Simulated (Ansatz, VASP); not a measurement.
**CaCo: VASP beside Ansatz**

File INCAR:

```
PREC = Accurate
ENCUT = 520
EDIFF = 1E-7
ISMEAR = -1
SIGMA = 0.05
LREAL = F
LASPH = T
NELM = 150
ALGO = Fast
ISIF = 2
LWAVE = F
LCHARG = T
ISPIN = 2
MAGMOM = 0 2
LORBIT = 11
LMAXMIX = 4
GGA = PE
LELF = T
LVHAR = T
NBANDS = 20
```

File KPOINTS:

```
Automatic mesh
0
Gamma
  9 9 9
```

POSCAR

```
CaCo
1.0
    0.0000000000      2.5519821046      2.5519821046
    2.5519821046      0.0000000000      2.5519821046
    2.5519821046      2.5519821046      0.0000000000
Ca Co
1 1
Direct
    0.5000000000      0.5000000000      0.5000000000
    0.0000000000      0.0000000000      0.0000000000
```

input.yaml

```yaml
crystal:
  lattice:
    - [0.0, 2.5519821046, 2.5519821046]
    - [2.5519821046, 0.0, 2.5519821046]
    - [2.5519821046, 2.5519821046, 0.0]
  atoms:
    - { symbol: Ca, position: [0.5, 0.5, 0.5] }
    - { symbol: Co, position: [0.0, 0.0, 0.0], spin: 2.0 }
kpoints:
  mp_grid: { grid: [9, 9, 9] }
scf:
  occupations: { method: fermi_dirac, width: 0.05 }
hamiltonian:
  xc: pbe
  pseudopotentials: { kind: all_electron, lapw: { basis_error: 0.0005 } }
magnetization:
  spin_polarized: true
output:
  forces: true
  stress: true
  eigenvalues: true
```

Change from the starting cell: volume scaled by 0.98.

Alike in both runs: task single point; functional PBE; k mesh 9 × 9 × 9; occupations fermi-dirac, width 0.05 eV; collinear spin.

|  | VASP | Ansatz |
| --- | --- | --- |
| version | VASP 6.6.1 | Ansatz 0.2.0 |
| potentials or method | VASP PAW PBE potentials, release 64 (Ca_sv, Co), cutoff 520 eV | all-electron LAPW, scalar-relativistic |

|  | VASP | Ansatz | Ansatz less VASP |
| --- | --- | --- | --- |
| gap on the k mesh at the Fermi level (eV) | none | none | - |
| pressure (GPa) | 23.6 | 23.5 | -0.10 |
| net moment per atom (μB) | 0.50 | 0.50 | 0.000 |
| size of the moment on the site where the two differ most (μB) | 1.12 | 1.14 | +0.026 |

Site moments also hang on the region over which each program counts them. A gap of «none» marks a metal or a gap that the smearing closes. Ansatz ran all-electron here, and VASP with PAW potentials.
